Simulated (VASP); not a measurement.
# CdSe (P6_3mc) in VASP: further runs

The runs below take CdSe through relaxation of shape and atoms at fixed volume, with PBE.

All numbers are computed with VASP 6.6.1; they aren't measurements. Logs are shortened: lines on timing, memory, paths and dates and some standing lists are left out, and cuts for length are marked.

### Step 1. The cell of the first run

Symmetry: P6_3mc, No. 186, hexagonal system. Conventional cell: a = 4.426 Å, b = 4.426 Å, c = 7.226 Å, α = 90.00°, β = 90.00°, γ = 120.00°. Within 3.6 Å of Cd (site symmetry 3m) lie 4 Se at 2.71 to 2.72 Å. Se (site symmetry 3m) has 4 Cd at 2.71 to 2.72 Å within 3.6 Å.

### Step 2. Relaxation of shape and atoms at fixed volume, PBE (30.65 Å³/atom)

INCAR

```
SYSTEM = CdSe
PREC = Accurate
ENCUT = 600
EDIFF = 1E-7
ISMEAR = 0
SIGMA = 0.02
LREAL = .FALSE.
LASPH = .TRUE.
NELM = 60
ALGO = Normal
ISIF = 4
LWAVE = .FALSE.
LCHARG = .FALSE.
GGA = PE
IBRION = 2
NSW = 50
EDIFFG = -0.01
```

KPOINTS

```
regular mesh
0
G
  9 9 6
  0 0 0
```

POSCAR

```
CdSe
1.0
    4.4259493243      0.0000000000      0.0000000000
   -2.2129746622      3.8329845507      0.0000000000
    0.0000000000      0.0000000000      7.2264806934
Cd Se
2 2
Direct
    0.3333333333      0.6666666667      0.0046130448
    0.6666666667      0.3333333333      0.5046130448
    0.3333333333      0.6666666667      0.3803869552
    0.6666666667      0.3333333333      0.8803869552
```

Potentials or basis: VASP PAW PBE potentials, release 64 (Cd, Se).

Run with:

```bash
$ cat potpaw_PBE.64/Cd/POTCAR potpaw_PBE.64/Se/POTCAR > POTCAR
$ mpirun -np 1 vasp_std > vasp.out
```

OUTCAR:

```text
SYSTEM = CdSe
   PREC = Accurate
   ENCUT = 600
   EDIFF = 1E-7
   ISMEAR = 0
   LREAL = .FALSE.
   LASPH = .TRUE.
   NELM = 60
   ISIF = 4
   GGA = PE
   IBRION = 2
   NSW = 50
   EDIFFG = -0.01

 ion  position               nearest neighbor table
   1  0.333  0.667  0.005-   4 2.71   4 2.71   4 2.71   3 2.72
   2  0.667  0.333  0.505-   3 2.71   3 2.71   3 2.71   4 2.72
   3  0.333  0.667  0.380-   2 2.71   2 2.71   2 2.71   1 2.72
   4  0.667  0.333  0.880-   1 2.71   1 2.71   1 2.71   2 2.72

  LATTYP: Found a hexagonal cell.
 ALAT       =     4.4259493243
 C/A-ratio  =     1.6327526964

  Lattice vectors:

 A1 = (   4.4259493243,   0.0000000000,   0.0000000000)
 A2 = (  -2.2129746622,   3.8329845507,   0.0000000000)
 A3 = (   0.0000000000,   0.0000000000,   7.2264806934)

Analysis of symmetry for initial positions (statically):
=====================================================================
 Subroutine PRICEL returns:
 Original cell was already a primitive cell.

 Routine SETGRP: Setting up the symmetry group for a
 hexagonal supercell.

 Subroutine GETGRP returns: Found 12 space group operations
 (whereof  6 operations were pure point group operations)
 out of a pool of 24 trial point group operations.

The static configuration has the point symmetry C_3v.
 The point group associated with its full space group is C_6v.

Analysis of symmetry for dynamics (positions and initial velocities):
=====================================================================
 Subroutine PRICEL returns:
 Original cell was already a primitive cell.

 Routine SETGRP: Setting up the symmetry group for a
 hexagonal supercell.

 Subroutine GETGRP returns: Found 12 space group operations
 (whereof  6 operations were pure point group operations)
 out of a pool of 24 trial point group operations.

The dynamic configuration has the point symmetry C_3v.
 The point group associated with its full space group is C_6v.

 Subroutine INISYM returns: Found 12 space group operations
 (whereof  6 operations are pure point group operations),
 and found     1 'primitive' translations

----------------------------------------------------------------------------------------

                                     Primitive cell

  volume of cell :     122.5943

  direct lattice vectors                    reciprocal lattice vectors
     4.425949324  0.000000000  0.000000000     0.225940228  0.130446652  0.000000000
    -2.212974662  3.832984551  0.000000000     0.000000000  0.260893303  0.000000000
     0.000000000  0.000000000  7.226480693     0.000000000  0.000000000  0.138379945

  length of vectors
     4.425949324  4.425949324  7.226480693     0.260893303  0.260893303  0.138379945

  position of ions in fractional coordinates (direct lattice)
     0.333333333  0.666666667  0.004613045
     0.666666667  0.333333333  0.504613045
     0.333333333  0.666666667  0.380386955
     0.666666667  0.333333333  0.880386955

  ion indices of the primitive-cell ions
   primitive index   ion index
                 1           1
                 2           2
                 3           3
                 4           4

----------------------------------------------------------------------------------------

 KPOINTS: regular mesh

Automatic generation of k-mesh.
 Grid dimensions read from file:
 generate k-points for:    9    9    6

 Generating k-lattice:

  Cartesian coordinates                     Fractional coordinates (reciprocal lattice)
     0.025104470  0.014494072  0.000000000     0.111111111  0.000000000  0.000000000
     0.000000000  0.028988145  0.000000000     0.000000000  0.111111111  0.000000000
     0.000000000  0.000000000  0.023063324     0.000000000  0.000000000  0.166666667

  Length of vectors
     0.028988145  0.028988145  0.023063324

  Shift w.r.t. Gamma in fractional coordinates (k-lattice)
     0.000000000  0.000000000  0.000000000

 Subroutine IBZKPT returns following result:
 ===========================================

 Found     48 irreducible k-points:

 Following reciprocal coordinates:
            Coordinates               Weight
  0.000000  0.000000  0.000000      1.000000
  0.111111 -0.000000  0.000000      6.000000
  0.222222 -0.000000  0.000000      6.000000
  0.333333 -0.000000  0.000000      6.000000
  0.444444 -0.000000  0.000000      6.000000
  0.111111  0.111111  0.000000      6.000000
[... 16 lines left out ...]
  0.333333  0.222222  0.166667     24.000000
  0.333333  0.333333  0.166667      4.000000
 [... further k-points ...]
   k-points           NKPTS =     48   k-points in BZ     NKDIM =     48   number of bands    NBANDS=     22
   number of dos      NEDOS =    301   number of ions     NIONS =      4
   total plane-waves  NPLWV =  77760
   dimension x,y,z NGX =    36 NGY =   36 NGZ =   60
   dimension x,y,z NGXF=    72 NGYF=   72 NGZF=  120
   ions per type =               2   2
   NGX,Y,Z   is equivalent  to a cutoff of  13.52, 13.52, 13.80 a.u.
   NGXF,Y,Z  is equivalent  to a cutoff of  27.04, 27.04, 27.61 a.u.
 SYSTEM =  CdSe
   PREC   = accura    normal or accurate (medium, high low for compatibility)
   ISTART =      0    job   : 0-new  1-cont  2-samecut
   ICHARG =      2    charge: 1-file 2-atom 10-const
   ISPIN  =      1    spin polarized calculation?
   LNONCOLLINEAR =      F non collinear calculations
   LSORBIT =      F    spin-orbit coupling
   LASPH  =      T    aspherical Exc in radial PAW
   ENCUT  =  600.0 eV  44.10 Ry    6.64 a.u.   8.84  8.84 14.43*2*pi/ulx,y,z
   NELM   =     60;   NELMIN=  2; NELMDL= -5     # of ELM steps
   EDIFF  = 0.1E-06   stopping-criterion for ELM
   LREAL  =      F    real-space projection
   EDIFFG = -.1E-01   stopping-criterion for IOM
   NSW    =     50    number of steps for IOM
   IBRION =      2    ionic relax: 0-MD 1-quasi-New 2-CG
   NFREE  =      1    steps in history (QN), initial steepest desc. (CG)
   ISIF   =      4    stress and relaxation
   ISYM   =      2    0-nonsym 1-usesym 2-fastsym
   POTIM  = 0.5000    time-step for ionic-motion
   TEBEG  =    0.0;   TEEND  =   0.0 temperature during run
   PSTRESS=    0.0 pullay stress
   NELECT =      36.0000    total number of electrons
   NUPDOWN=      -1.0000    fix difference up-down
   EMIN   =  10.00;   EMAX   =-10.00  energy-range for DOS
   EFERMI =   0.00;   METHOD = LEGACY
   ISMEAR =     0;   SIGMA  =   0.02  broadening in eV -4-tet -1-fermi 0-gaus
   EFERMI_NEDOS =   21; number of points for ismear=-14 and -15
   IALGO  =     38    algorithm
   IMIX   =      4    mixing-type and parameters
     AMIX     =   0.40;   BMIX     =  1.00
     AMIX_MAG =   1.60;   BMIX_MAG =  1.00
  volume/ion in A,a.u.               =      30.65       206.83
  Fermi-wavevector in a.u.,A,eV,Ry     =   1.088142  2.056290 16.110017  1.184053
  Thomas-Fermi vector in A             =   2.224317
   LORBIT       =      0    0 simple, 1 ext, 2 COOP (PROOUT), +10 PAW based schemes
   GGA     = PE    functional components
   LHFCALC =     F    Hartree Fock is set to
   AEXX    =    0.0000 exact exchange contribution
   IVDW    =     0    specifies the selected vdW correction
   LEPSILON=     F    determine dielectric tensor
   LRPA    =     F    only Hartree local field effects (RPA)
 conjugate gradient relaxation of ions
 non-spin polarized calculation
 Gauss-broadening in eV      SIGMA  =   0.02
  energy-cutoff  :      600.00
  volume of cell :      122.59
 maximum number of plane-waves:      4122
 NGX is ok and might be reduce to    36
   NGX = 17   NGY = 17   NGZ = 29

 number of electron      36.0000011 magnetization

 Free energy of the ion-electron system (eV)
  ---------------------------------------------------
  ext. energy  EPLUGINS =         0.00000000
  ---------------------------------------------------
  free energy    TOTEN  =       -10.98591131 eV

  energy without entropy =      -10.98591131  energy(sigma->0) =      -10.98591131

 E-fermi :   0.3884     XC(G=0):  -8.4954

 val. band max:        0.3030724746   @ k =   0.0000   0.0000   0.0000
 cond. band min:       0.7791350982   @ k =   0.0000   0.0000   0.0000
 fundamental gap:      0.4760626235
 Fermi energy:         0.3883998993

 k-point     1 :       0.0000    0.0000    0.0000
  band No.  band energies     occupation
      1     -11.8536      2.00000
      2     -11.5483      2.00000
      3      -7.3781      2.00000
      4      -7.3735      2.00000
      5      -7.3735      2.00000
      6      -7.3208      2.00000
[... 14 lines left out ...]
     21       6.1492      0.00000
     22       6.1492      0.00000

 k-point     2 :       0.1111   -0.0000    0.0000
  band No.  band energies     occupation
      1     -11.8224      2.00000
      2     -11.5339      2.00000
      3      -7.3690      2.00000
      4      -7.3627      2.00000
      5      -7.3469      2.00000
      6      -7.3071      2.00000
[... 14 lines left out ...]
     21       5.7828      0.00000
     22       6.3165      0.00000

 k-point     3 :       0.2222   -0.0000    0.0000
  band No.  band energies     occupation
      1     -11.7408      2.00000
      2     -11.4997      2.00000
      3      -7.3452      2.00000
      4      -7.3378      2.00000
      5      -7.2805      2.00000
      6      -7.2689      2.00000
[... 14 lines left out ...]
     21       5.4166      0.00000
     22       6.2519      0.00000

 k-point     4 :       0.3333   -0.0000    0.0000
  band No.  band energies     occupation
      1     -11.6403      2.00000
      2     -11.4673      2.00000
      3      -7.3228      2.00000
      4      -7.3154      2.00000
      5      -7.2306      2.00000
      6      -7.2277      2.00000
[... 14 lines left out ...]
     21       5.3232      0.00000
     22       5.9816      0.00000

 k-point     5 :       0.4444   -0.0000    0.0000
  band No.  band energies     occupation
      1     -11.5647      2.00000
      2     -11.4555      2.00000
      3      -7.3115      2.00000
      4      -7.3048      2.00000
      5      -7.2025      2.00000
      6      -7.1944      2.00000
[... 417 lines left out ...]
 k-point    22 :       0.2222    0.2222    0.1667
  band No.  band energies     occupation
      1     -11.5818      2.00000
      2     -11.4656      2.00000
      3      -7.3139      2.00000
      4      -7.2924      2.00000
      5      -7.2322      2.00000
      6      -7.2213      2.00000
[... 14 lines left out ...]
     21       5.3332      0.00000
     22       5.7076      0.00000

 k-point    23 :       0.3333    0.2222    0.1667
  band No.  band energies     occupation
      1     -11.5196      2.00000
      2     -11.4614      2.00000
      3      -7.3127      2.00000
      4      -7.2702      2.00000
      5      -7.2210      2.00000
      6      -7.2043      2.00000
[... 14 lines left out ...]
     21       5.1095      0.00000
     22       6.0256      0.00000

 k-point    24 :       0.3333    0.3333    0.1667
  band No.  band energies     occupation
      1     -11.4792      2.00000
      2     -11.4792      2.00000
      3      -7.3157      2.00000
      4      -7.2378      2.00000
      5      -7.2378      2.00000
      6      -7.2005      2.00000
[... 14 lines left out ...]
     21       4.8873      0.00000
     22       6.7438      0.00000

 [... further k-points ...]
[... 5 lines left out ...]
  --------------------------------------------------------------------------------------
  -------------------------------------------------------------------------------------
  Total       -0.7997039     -0.7997039     -0.8135683      0.0000000     -0.0000000      0.0000000
  in kB      -10.4512797    -10.4512797    -10.6324718      0.0000000     -0.0000000      0.0000000
  external PRESSURE =     -10.5116771 kB  Pullay stress =       0.0000000 kB

 VOLUME and BASIS-vectors are now :
 -----------------------------------------------------------------------------
  energy-cutoff  :      600.00
  volume of cell :      122.59
      direct lattice vectors                 reciprocal lattice vectors
     4.425949324  0.000000000  0.000000000     0.225940228  0.130446652  0.000000000
    -2.212974662  3.832984551  0.000000000     0.000000000  0.260893303  0.000000000
     0.000000000  0.000000000  7.226480693     0.000000000  0.000000000  0.138379945

 POSITION                                       TOTAL-FORCE (eV/Angst)
 -----------------------------------------------------------------------------------
     -0.00000      2.55532      0.03334         0.000000     -0.000000      0.000468
      2.21297      1.27766      3.64658        -0.000000      0.000000      0.000468
     -0.00000      2.55532      2.74886        -0.000000     -0.000000     -0.000468
      2.21297      1.27766      6.36210        -0.000000     -0.000000     -0.000468
 -----------------------------------------------------------------------------------
    total drift:                               -0.000000     -0.000000     -0.000001

  FREE ENERGIE OF THE ION-ELECTRON SYSTEM (eV)
  ---------------------------------------------------
  free  energy   TOTEN  =       -10.9859113052 eV

  energy  without entropy=      -10.9859113052  energy(sigma->0) =      -10.98591131

 reached required accuracy - stopping structural energy minimisation
```

Wall time 5.5 min (1 thread of Oxide Virtual Turin-like, shared host); peak memory 0.32 GiB.

What came out:

```
Free energy             : -10.9859 eV
Pressure after relaxing : -1.1 GPa
Band gap on the k mesh  : 0.48 eV
```

Final structure:
```xyz
4
Lattice="4.4259 0.0000 0.0000 -2.2130 3.8330 0.0000 0.0000 0.0000 7.2265" Properties=species:S:1:pos:R:3 pbc="T T T"
Cd    0.0000    2.5553    0.0333
Cd    2.2130    1.2777    3.6466
Se    0.0000    2.5553    2.7489
Se    2.2130    1.2777    6.3621
```

Levels at points of the mesh, in eV from the valence-band top:
| k point | band 15 | band 16 | band 17 | band 18 | band 19 | band 20 | band 21 | band 22 |
| --- | --- | --- | --- | --- | --- | --- | --- | --- |
| (0.00, 0.00, 0.00) | -0.65 | -0.04 | 0.00 | 0.00 | 0.48 | 2.11 | 5.85 | 5.85 |
| (0.00, 0.00, 0.50) | -0.34 | -0.34 | -0.34 | -0.34 | 2.20 | 2.20 | 5.71 | 5.71 |

Caveat: semilocal functionals underestimate gaps, and a narrow one can read as zero.

[end of part 1 of 2]
